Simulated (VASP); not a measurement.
Mg7FeS8 (a cell with a defect):

```
S Mg Fe
1.0
     0.00000    5.18198    5.18198
     5.18198    0.00000    5.18198
     5.18198    5.18198    0.00000
S Mg Fe
8 7 1
Direct
  0.75395 0.25258 0.25082
  0.24900 0.75113 0.75686
  0.25144 0.75056 0.24981
  0.74260 0.25245 0.75095
  0.24623 0.25328 0.75502
  0.74608 0.74827 0.25626
  0.24815 0.24868 0.25387
  0.75128 0.75465 0.74741
  0.00216 0.00097 0.99693
  0.00544 0.99766 0.49716
  0.50147 0.50333 0.99609
  0.99831 0.50782 0.00245
  0.50150 0.99324 0.50199
  0.49832 0.99883 0.99669
  0.00199 0.49762 0.50407
  0.49628 0.49832 0.50391
```

Program: VASP 6.6.1. Alike in all runs: task single point; potentials or basis VASP PAW PBE potentials, release 64 (S, Mg, Fe); no spin polarisation; cell as given; smearing fermi-dirac 0.05 eV.

**Question.** Order these runs on this cell by their band gap on the k mesh, lowest first.
A. level PBE0; k mesh 2 × 2 × 2, shifted; cutoff (eV) 400; grid for exact exchange (PRECFOCK) Fast; share of exact exchange 0.25
B. level PBEsol; k mesh 2 × 2 × 2; cutoff (eV) 520
C. level PBEsol; k mesh 2 × 2 × 2, shifted; cutoff (eV) 520

**Answer.** B (0.02 eV), C (0.29 eV), A (4.05 eV).

Caveats: some runs use coarse meshes; semilocal functionals underestimate gaps, and a narrow one can read as zero (at least some runs); the smearing spreads over this small gap (at least some runs).

A k mesh can miss the band edges.
